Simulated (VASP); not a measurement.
Set up this calculation in VASP 6.6.1, as the native input.

```yaml
Task: single point
Functional: PBEsol
Potentials_or_basis: VASP PAW PBE potentials, release 64 (Ge_d)
Cutoff: 520 eV
k_mesh: 8 × 8 × 8
Occupations: fermi-dirac, width 0.05 eV
Spin: no spin polarisation
Dipole_correction: no
Further_INCAR_settings: ALGO = Normal; EDIFF = 1e-06; NBANDS = 21
```

The structure of Ge lies in POSCAR:

```
Ge
1.0
    0.0000000000      2.8108221761      2.8108221761
    2.8108221761      0.0000000000      2.8108221761
    2.8108221761      2.8108221761      0.0000000000
Ge
2
Direct
    0.7500000000      0.7500000000      0.7500000000
    0.5000000000      0.5000000000      0.5000000000
```

These files were run (other wordings do the same):

INCAR

```
PREC     = Accurate       # precision mode
ENCUT    = 520            # plane-wave cutoff, eV
EDIFF    = 1E-6           # SCF threshold, eV
ISMEAR   = -1             # smearing method
SIGMA    = 0.05           # smearing width, eV
LREAL    = F              # projectors in reciprocal space
LASPH    = T              # aspherical terms in the spheres
NELM     = 80             # most SCF steps
ALGO     = Normal         # electronic algorithm
ISIF     = 2              # what is computed and relaxed
LWAVE    = F              # write WAVECAR
LCHARG   = F              # write CHGCAR
GGA      = PS             # functional
NBANDS   = 21             # bands
```

KPOINTS

```
Automatic mesh
0
Gamma
  8 8 8
```

Potentials or basis: VASP PAW PBE potentials, release 64 (Ge_d).

The run is started by

```bash
$ cat potpaw_PBE.64/Ge_d/POTCAR > POTCAR
$ mpirun -np 1 vasp_std > vasp.out
```

Results of the run:

The pressure is 1.9 GPa. The band gap on the k mesh is 0.17 eV, direct.

Caveat: the PAW data sets were made with another functional, which shifts forces and pressure a little.

Wall time 11 s on 1 thread of Intel(R) Xeon(R) 6975P-C (Granite Rapids), with other jobs on the host, peak memory 0.16 GiB.
